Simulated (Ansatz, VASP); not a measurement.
**One calculation of Li, two programs**

The input POSCAR:

```
Li
1.0
    2.3296446261     -3.9483156134      0.0000000000
    2.3296446261      3.9483156134      0.0000000000
    0.0000000000      0.0000000000      4.6654869012
Li
4
Direct
    0.1525000000      0.8475000000      0.0785000000
    0.6525000000      0.3475000000      0.4215000000
    0.8475000000      0.1525000000      0.9215000000
    0.3475000000      0.6525000000      0.5785000000
```

INCAR.step1

```
ALGO = Normal ; EDIFF = 1E-4
ENCUT = 520 ; GGA = PE
ISMEAR = 0 ; LASPH = True
LCHARG = False ; LREAL = False
LWAVE = True ; NBANDS = 14
NELM = 100 ; PREC = Accurate
SIGMA = 0.1
```

The input INCAR.step2:

```
ALGO = Normal ; EDIFF = 1E-6
ENCUT = 520 ; ISIF = 2
ISMEAR = 0 ; ISTART = 1
LASPH = True ; LCHARG = False
LMIXTAU = True ; LREAL = False
LWAVE = False ; METAGGA = R2SCAN
NBANDS = 14 ; NELM = 100
PREC = Accurate ; SIGMA = 0.1
```

The input KPOINTS:

```
k-points
0
Gamma
  4 4 4
```

Input for Ansatz:

```yaml
crystal:
  lattice:
    - [2.3296446261, -3.9483156134, 0.0]
    - [2.3296446261, 3.9483156134, 0.0]
    - [0.0, 0.0, 4.6654869012]
  atoms:
    - { symbol: Li, position: [0.1525, 0.8475, 0.0785] }
    - { symbol: Li, position: [0.6525, 0.3475, 0.4215] }
    - { symbol: Li, position: [0.8475, 0.1525, 0.9215] }
    - { symbol: Li, position: [0.3475, 0.6525, 0.5785] }
basis:
  ecutwfc: 500
kpoints:
  mp_grid: { grid: [4, 4, 4] }
hamiltonian:
  xc: r2scan
scf:
  occupations: { method: gaussian, width: 0.1 }
  lower_state_search: "off"
output:
  forces: true
  stress: true
  eigenvalues: true
```

Alike in both runs: task single point; functional r2SCAN; k mesh 4 × 4 × 4; occupations gaussian, width 0.1 eV; no spin polarisation.

|  | VASP | Ansatz |
| --- | --- | --- |
| version | VASP 6.6.1 | Ansatz 0.2.0 |
| potentials or method | VASP PAW PBE potentials, release 64 (Li_sv), cutoff 520 eV | scalar-relativistic, plane waves, PAW |
| valence electrons in the cell | 12 | 12 |

Ansatz gave:

* gap on the k mesh at the Fermi level (eV): none
* rms of the force components (eV/Å): 0.067

Problem. Which values does VASP return?

Solution. gap on the k mesh at the Fermi level (eV): none; rms of the force components (eV/Å): 0.059.

VASP's potentials were made for PBE, not for r2SCAN. Atom by atom the forces differ by 0.013 eV/Å (rms over components). A gap of «none» marks a metal or a gap that the smearing closes.

The k mesh is coarse, so the values compare programs but aren't converged. Noted on VASP's run: the cutoff is short for stress, so the pressure is rough.
